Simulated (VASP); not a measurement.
**Ag: single point with PBE**

Ag:

```
Ag
1.0
     2.88620    0.04329    0.04329
    -1.40561    2.47788    0.01585
     0.15000    0.15000   10.00000
Ag
4
Direct
  0.33333 0.66667 0.25000
  0.66667 0.33333 0.75000
  0.00000 0.00000 0.00000
  0.00000 0.00000 0.50000
```

This cell differs from its parent crystal: equal xy, yz and zx shear strains of +3 %.

```yaml
Program: VASP 6.6.1
Task: single point
Functional: PBE
Potentials_or_basis: VASP PAW PBE potentials, release 64 (Ag)
Cutoff: 500 eV
k_mesh: 14 × 14 × 4
Occupations: fermi-dirac, width 0.08 eV
Spin: no spin polarisation
Dipole_correction: no
Further_INCAR_settings: ALGO = Normal; EDIFF = 1e-06; NBANDS = 30
```

The pressure is -0.3 GPa, the largest force is 0.011 eV/Å and the band gap on the k mesh is zero (bands 22 and 23 overlap by 6.21 eV).

Forces on the atoms (eV/Å):
```
Ag   0.009  0.000 -0.005
Ag  -0.009  0.000  0.005
Ag   0.000  0.000  0.000
Ag   0.000  0.000  0.000
```

Stress tensor (GPa, compression positive):
```
 1.29 -0.93 -0.52
-0.93  1.36 -0.51
-0.52 -0.51 -3.60
```

Levels at points of the mesh, in eV from the Fermi level:
```csv
k point,band 20,band 21,band 22,band 23,band 24,band 25
"(0.00, 0.00, 0.00)",-3.38,-3.32,-3.06,-3.01,-0.63,2.57
"(0.50, 0.00, 0.00)",-2.75,-0.07,0.73,1.00,1.56,3.70
"(0.00, 0.50, 0.00)",-2.71,0.06,0.88,1.15,1.70,4.01
"(0.50, 0.50, 0.00)",-2.70,0.19,1.02,1.30,1.84,4.37
"(0.00, 0.00, 0.50)",-3.19,-3.12,-3.08,-2.56,-2.56,5.26
"(0.50, 0.00, 0.50)",-2.76,0.21,0.39,1.22,1.51,3.99
"(0.00, 0.50, 0.50)",-2.74,0.37,0.50,1.41,1.63,4.29
"(0.50, 0.50, 0.50)",-2.72,0.54,0.59,1.64,1.72,4.67
```

Run time: 6.6 min on 1 thread of AMD EPYC 9R45 96-Core Processor (Zen 5), on a shared host, peak memory 0.61 GiB.

Caveat: the cell differs from its parent crystal (equal xy, yz and zx shear strains of +3 %).
